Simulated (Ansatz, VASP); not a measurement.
SnSe: VASP beside Ansatz

Contents of INCAR:

```
PREC = Accurate
ENCUT = 520
EDIFF = 1E-7
ISMEAR = 0
SIGMA = 0.05
LREAL = False
LASPH = True
NELM = 80
ALGO = Normal
ISIF = 2
LWAVE = False
LCHARG = False
GGA = PE
IVDW = 12
NBANDS = 17
```

Contents of KPOINTS:

```
regular mesh
0
Gamma
  12 12 12
```

Contents of POSCAR:

```
SnSe
1.0
    0.0000000000      2.9158752115      3.2074627327
    2.9158752115      0.0000000000      3.2074627327
    2.9158752115      2.9158752115      0.0000000000
Sn Se
1 1
Direct
    0.0000000000      0.0000000000      0.0000000000
    0.5000000000      0.5000000000      0.5000000000
```

Input for Ansatz:

```yaml
crystal:
  lattice:
    - [0.0, 2.9158752115, 3.2074627327]
    - [2.9158752115, 0.0, 3.2074627327]
    - [2.9158752115, 2.9158752115, 0.0]
  atoms:
    - { symbol: Sn, position: [0.0, 0.0, 0.0] }
    - { symbol: Se, position: [0.5, 0.5, 0.5] }
basis:
  ecutwfc: 420
kpoints:
  mp_grid: { grid: [12, 12, 12] }
hamiltonian:
  xc: pbe
  dispersion: d3bj
scf:
  occupations: { method: gaussian, width: 0.05 }
output:
  forces: true
  stress: true
  eigenvalues: true
```

Alike in both runs: task single point; functional PBE; dispersion D3(BJ); k mesh 12 × 12 × 12; occupations gaussian, width 0.05 eV; no spin polarisation.

```csv
,VASP,Ansatz
version,VASP 6.6.1,Ansatz 0.2.0
potentials or method,"VASP PAW PBE potentials, release 64 (Sn_d, Se), cutoff 520 eV","scalar-relativistic, plane waves, PAW"
valence electrons in the cell,20,30
```

Ansatz gave:

| Item | Value |
| --- | --- |
| gap on the k mesh at the Fermi level (eV) | none |
| pressure (GPa) | 0.1 |
| traceless stress, the component that is largest in VASP (GPa) | -6.45 |

Task: Estimate VASP's values.

Result: gap on the k mesh at the Fermi level (eV): none; pressure (GPa): 0.1; traceless stress, the component that is largest in VASP (GPa): -6.47.

A gap of «none» marks a metal or a gap that the smearing closes. VASP's potentials hold 20 valence electrons a cell and Ansatz's 30, so a difference there can come from the potentials and not from the codes.
